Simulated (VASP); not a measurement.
Input of a VASP 6.6.1 run:

The input POSCAR:

```
SrO
1.0
    0.0000000000      2.5774751705      2.5774751705
    2.5774751705      0.0000000000      2.5774751705
    2.5774751705      2.5774751705      0.0000000000
Sr O
1 1
Direct
    0.5000000000      0.5000000000      0.5000000000
    0.0000000000      0.0000000000      0.0000000000
```

File INCAR.step1:

```
  ALGO = Normal
  EDIFF = 1E-5
  ENCUT = 520
  GGA = PE
  ISIF = 2
  ISMEAR = -1
  LASPH = T
  LCHARG = F
  LREAL = F
  LWAVE = T
  NBANDS = 15
  NELM = 60
  PREC = Accurate
  SIGMA = 0.05
```

INCAR.step2

```
  AEXX = 0.25
  ALGO = Normal
  EDIFF = 1E-6
  ENCUT = 520
  GGA = PE
  HFSCREEN = 0.3
  ISIF = 2
  ISMEAR = -1
  ISTART = 1
  LASPH = T
  LCHARG = F
  LHFCALC = T
  LREAL = F
  LWAVE = F
  NBANDS = 15
  NELM = 60
  PREC = Accurate
  PRECFOCK = Normal
  SIGMA = 0.05
```

KPOINTS

```
k-points
0
Gamma
  5 5 5
```

Potentials or basis: VASP PAW PBE potentials, release 64 (Sr_sv, O).

Launch:

```console
$ cat potpaw_PBE.64/Sr_sv/POTCAR potpaw_PBE.64/O/POTCAR > POTCAR
$ cp INCAR.step1 INCAR
$ mpirun -np 1 vasp_std > vasp.out
$ cp INCAR.step2 INCAR
$ mpirun -np 1 vasp_std > vasp.out
```

(1) Predict the pressure.

(2) What does it give for the band gap on the k mesh?

## Answers

(1) 0.5 GPa.

(2) 4.69 eV (least direct gap 4.81 eV).

Caveat: the k points lie up to 0.42 Å⁻¹ apart; the PAW data sets were made with another functional, which shifts forces and pressure a little; an odd mesh through Γ misses points on the zone boundary, where band edges can lie.
